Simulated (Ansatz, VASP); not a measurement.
Two plane-wave programs on Ir

```
Ir
1.0
     0.00000    1.91560    1.91560
     1.91560    0.00000    1.91560
     1.91560    1.91560    0.00000
Ir
1
Cartesian
  0.0000 0.0000 0.0000
```

Alike in both runs: task single point; functional PBEsol; k mesh 13 × 13 × 13; occupations fermi-dirac, width 0.05 eV; no spin polarisation.

```csv
,VASP,Ansatz
version,VASP 6.6.1,Ansatz 0.2.0
potentials or method,"VASP PAW PBE potentials, release 64 (Ir), cutoff 500 eV","plane waves, PAW"
valence electrons in the cell,9,17
```

Ansatz gave:

| Property | Result |
| --- | --- |
| pressure (GPa) | 0.0 |

Task: Which values does VASP return?

Result: Pressure (GPa): 1.0.

VASP's potentials were made for PBE, not for PBEsol. VASP's potentials hold 9 valence electrons a cell and Ansatz's 17, so a difference there can come from the potentials and not from the codes.

Spin-orbit coupling is off throughout.
